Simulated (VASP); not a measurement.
A run of VASP 6.6.1 is set up as follows.

Contents of INCAR:

```
ALGO = Normal
EDIFF = 1E-7
ENCUT = 520
GGA = PE
ISIF = 2
ISMEAR = -1
ISPIN = 2
LASPH = T
LCHARG = F
LMAXMIX = 4
LORBIT = 11
LREAL = F
LWAVE = F
MAGMOM = 1.35 1.35 1.35 1.35 0 0 0 0
NBANDS = 48
NELM = 150
NUPDOWN = 5.4
PREC = Accurate
SIGMA = 0.1
```

Contents of KPOINTS:

```
k-points
0
Gamma
  5 5 5
```

The input POSCAR:

```
MnSi
1.0
    4.5480000000      0.0000000000      0.0000000000
    0.0000000000      4.5480000000      0.0000000000
    0.0000000000      0.0000000000      4.5480000000
Mn Si
4 4
Direct
    0.1380000000      0.1380000000      0.1380000000
    0.3620000000      0.8620000000      0.6380000000
    0.6380000000      0.3620000000      0.8620000000
    0.8620000000      0.6380000000      0.3620000000
    0.8460000000      0.8460000000      0.8460000000
    0.6540000000      0.1540000000      0.3460000000
    0.3460000000      0.6540000000      0.1540000000
    0.1540000000      0.3460000000      0.6540000000
```

Potentials or basis: VASP PAW PBE potentials, release 64 (Mn_pv, Si).

Command:

```bash
$ cat potpaw_PBE.64/Mn_pv/POTCAR potpaw_PBE.64/Si/POTCAR > POTCAR
$ mpirun -np 1 vasp_std > vasp.out
```

(1) What does it give for the pressure?

(2) Estimate the largest force.

Answers

(1) -1.6 GPa.

(2) 0.096 eV/Å.

Caveat: the total moment is fixed, so each spin has its own Fermi level and the state may be an excited one.
